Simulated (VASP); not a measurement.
# MgO (Fm-3m) in VASP: single point with PBE

Aim: the single point of MgO with PBE.

Everything below comes from runs of VASP 6.6.1. Logs are shortened: lines on timing, memory, paths and dates and some standing lists are left out, and cuts for length are marked.

### Step 1. The cell of the first run

It takes space group Fm-3m (No. 225, cubic). Conventional cell: a = 4.212 Å, b = 4.212 Å, c = 4.212 Å, α = 90.00°, β = 90.00°, γ = 90.00°. Mg (site symmetry m-3m) has 6 O at 2.11 Å within 2.8 Å. Within 2.8 Å of O (site symmetry m-3m) lie 6 Mg at 2.11 Å.

### Step 2. Single point, PBE

Contents of INCAR:

```
SYSTEM = MgO
ALGO     = Normal         ! electronic algorithm
EDIFF    = 1E-6           ! SCF threshold, eV
ENCUT    = 600            ! plane-wave cutoff, eV
GGA      = PE             ! functional
GGA_COMPAT= .FALSE.      
ISIF     = 2              ! what is computed and relaxed
ISMEAR   = 0              ! smearing method
LASPH    = .TRUE.         ! aspherical terms in the spheres
LCHARG   = .TRUE.         ! write CHGCAR
LELF     = .TRUE.         ! ELF
LREAL    = .FALSE.        ! projectors in reciprocal space
LVHAR    = .TRUE.       
LWAVE    = .FALSE.        ! write WAVECAR
NBANDS   = 11             ! bands
NELM     = 120            ! most SCF steps
PREC     = Accurate       ! precision mode
SIGMA    = 0.01           ! smearing width, eV
```

Contents of KPOINTS:

```
k-points
0
G
  5 5 5
  0 0 0
```

Contents of POSCAR:

```
MgO
1.0
    0.0000000000      2.1060000000      2.1060000000
    2.1060000000      0.0000000000      2.1060000000
    2.1060000000      2.1060000000      0.0000000000
Mg O
1 1
Direct
    0.0000000000      0.0000000000      0.0000000000
    0.5000000000      0.5000000000      0.5000000000
```

Potentials or basis: VASP PAW PBE potentials, release 64 (Mg, O).

The run is started by

```
cat potpaw_PBE.64/Mg/POTCAR potpaw_PBE.64/O/POTCAR > POTCAR
mpirun -np 1 vasp_std > vasp.out
```

OUTCAR:

```text
SYSTEM = MgO
   EDIFF = 1E-6
   ENCUT = 600
   GGA = PE
   ISIF = 2
   ISMEAR = 0
   LASPH = .TRUE.
   LREAL = .FALSE.
   NELM = 120
   PREC = Accurate

 ion  position               nearest neighbor table
   1  0.000  0.000  0.000-   2 2.11   2 2.11   2 2.11   2 2.11   2 2.11   2 2.11
   2  0.500  0.500  0.500-   1 2.11   1 2.11   1 2.11   1 2.11   1 2.11   1 2.11

  LATTYP: Found a face centered cubic cell.
 ALAT       =     4.2120000000

  Lattice vectors:

 A1 = (   0.0000000000,   2.1060000000,   2.1060000000)
 A2 = (   2.1060000000,   0.0000000000,   2.1060000000)
 A3 = (   2.1060000000,   2.1060000000,   0.0000000000)

Analysis of symmetry for initial positions (statically):
=====================================================================
 Subroutine PRICEL returns:
 Original cell was already a primitive cell.

 Routine SETGRP: Setting up the symmetry group for a
 face centered cubic supercell.

 Subroutine GETGRP returns: Found 48 space group operations
 (whereof 48 operations were pure point group operations)
 out of a pool of 48 trial point group operations.

The static configuration has the point symmetry O_h .

Analysis of symmetry for dynamics (positions and initial velocities):
=====================================================================
 Subroutine PRICEL returns:
 Original cell was already a primitive cell.

 Routine SETGRP: Setting up the symmetry group for a
 face centered cubic supercell.

 Subroutine GETGRP returns: Found 48 space group operations
 (whereof 48 operations were pure point group operations)
 out of a pool of 48 trial point group operations.

The dynamic configuration has the point symmetry O_h .

 Subroutine INISYM returns: Found 48 space group operations
 (whereof 48 operations are pure point group operations),
 and found     1 'primitive' translations

----------------------------------------------------------------------------------------

                                     Primitive cell

  volume of cell :      18.6812

  direct lattice vectors                    reciprocal lattice vectors
     0.000000000  2.106000000  2.106000000    -0.237416904  0.237416904  0.237416904
     2.106000000  0.000000000  2.106000000     0.237416904 -0.237416904  0.237416904
     2.106000000  2.106000000  0.000000000     0.237416904  0.237416904 -0.237416904

  length of vectors
     2.978333762  2.978333762  2.978333762     0.411218140  0.411218140  0.411218140

[... 72 lines left out ...]
   ISYM   =      2    0-nonsym 1-usesym 2-fastsym
   POTIM  = 0.5000    time-step for ionic-motion
   TEBEG  =    0.0;   TEEND  =   0.0 temperature during run
   PSTRESS=    0.0 pullay stress
   NELECT =       8.0000    total number of electrons
   NUPDOWN=      -1.0000    fix difference up-down
   EMIN   =  10.00;   EMAX   =-10.00  energy-range for DOS
   EFERMI =   0.00;   METHOD = LEGACY
   ISMEAR =     0;   SIGMA  =   0.01  broadening in eV -4-tet -1-fermi 0-gaus
   EFERMI_NEDOS =   21; number of points for ismear=-14 and -15
   IALGO  =     38    algorithm
   IMIX   =      4    mixing-type and parameters
     AMIX     =   0.40;   BMIX     =  1.00
     AMIX_MAG =   1.60;   BMIX_MAG =  1.00
  volume/ion in A,a.u.               =       9.34        63.03
  Fermi-wavevector in a.u.,A,eV,Ry     =   1.233966  2.331857 20.717205  1.522672
  Thomas-Fermi vector in A             =   2.368675
   LORBIT       =      0    0 simple, 1 ext, 2 COOP (PROOUT), +10 PAW based schemes
   GGA     = PE    functional components
   LHFCALC =     F    Hartree Fock is set to
   AEXX    =    0.0000 exact exchange contribution
   IVDW    =     0    specifies the selected vdW correction
   LEPSILON=     F    determine dielectric tensor
   LRPA    =     F    only Hartree local field effects (RPA)
 non-spin polarized calculation
 Gauss-broadening in eV      SIGMA  =   0.01
  energy-cutoff  :      600.00
  volume of cell :       18.68
 maximum number of plane-waves:       635
   NGX = 11   NGY = 11   NGZ = 11

 number of electron       8.0000005 magnetization

 Free energy of the ion-electron system (eV)
  ---------------------------------------------------
  ext. energy  EPLUGINS =         0.00000000
  ---------------------------------------------------
  free energy    TOTEN  =       -11.90686931 eV

  energy without entropy =      -11.90686931  energy(sigma->0) =      -11.90686931

 E-fermi :   3.2427     XC(G=0): -11.0778

 val. band max:        3.1884640285   @ k =   0.0000   0.0000   0.0000
 cond. band min:       7.9150026121   @ k =   0.0000   0.0000   0.0000
 fundamental gap:      4.7265385836
 Fermi energy:         3.2427366153

 k-point     1 :       0.0000    0.0000    0.0000
  band No.  band energies     occupation
      1     -14.0746      2.00000
      2       3.1885      2.00000
      3       3.1885      2.00000
      4       3.1885      2.00000
      5       7.9150      0.00000
      6      18.9884      0.00000
      7      18.9884      0.00000
      8      18.9884      0.00000
      9      22.9044      0.00000
     10      24.6794      0.00000
     11      24.6794      0.00000
[... 113 lines left out ...]
 k-point    10 :      -0.4000    0.4000    0.2000
  band No.  band energies     occupation
      1     -12.5775      2.00000
      2      -0.3018      2.00000
      3       0.8125      2.00000
      4       1.8067      2.00000
      5      14.2563      0.00000
      6      14.3353      0.00000
      7      15.8603      0.00000
      8      19.6964      0.00000
      9      23.7056      0.00000
     10      25.8265      0.00000
     11      30.6442      0.00000

------------------------ aborting loop because EDIFF is reached ----------------------------------------

  FORCE on cell =-STRESS in cart. coord.  units (eV):
  Direction    XX          YY          ZZ          XY          YZ          ZX
  --------------------------------------------------------------------------------------
  -------------------------------------------------------------------------------------
  Total        0.4314524      0.4314524      0.4314524      0.0000000      0.0000000      0.0000000
  in kB       37.0031215     37.0031215     37.0031215      0.0000000      0.0000000      0.0000000
  external PRESSURE =      37.0031215 kB  Pullay stress =       0.0000000 kB

 VOLUME and BASIS-vectors are now :
 -----------------------------------------------------------------------------
  energy-cutoff  :      600.00
  volume of cell :       18.68
      direct lattice vectors                 reciprocal lattice vectors
     0.000000000  2.106000000  2.106000000    -0.237416904  0.237416904  0.237416904
     2.106000000  0.000000000  2.106000000     0.237416904 -0.237416904  0.237416904
     2.106000000  2.106000000  0.000000000     0.237416904  0.237416904 -0.237416904

 POSITION                                       TOTAL-FORCE (eV/Angst)
 -----------------------------------------------------------------------------------
      0.00000      0.00000      0.00000         0.000000      0.000000      0.000000
      2.10600      2.10600      2.10600        -0.000000     -0.000000     -0.000000
 -----------------------------------------------------------------------------------
    total drift:                               -0.000000     -0.000000      0.000000

  FREE ENERGIE OF THE ION-ELECTRON SYSTEM (eV)
  ---------------------------------------------------
  free  energy   TOTEN  =       -11.9068693102 eV

  energy  without entropy=      -11.9068693102  energy(sigma->0) =      -11.90686931
```

Wall time 7 s (1 thread of Intel Xeon 8259CL, shared host); peak memory 0.14 GiB.

What came out:

```yaml
Free_energy: -11.9069 eV
Pressure: 3.7 GPa
Band_gap_on_the_k_mesh: 4.73 eV, direct
```

Levels at points of the mesh, in eV from the valence-band top:
```tsv
k point	band 1	band 2	band 3	band 4	band 5	band 6	band 7	band 8	band 9
(0.00, 0.00, 0.00)	-17.26	0.00	0.00	0.00	4.73	15.80	15.80	15.80	19.72
```

Caveat: the k points lie up to 0.52 Å⁻¹ apart. As with any semilocal functional, this PBE gap is likely too small.
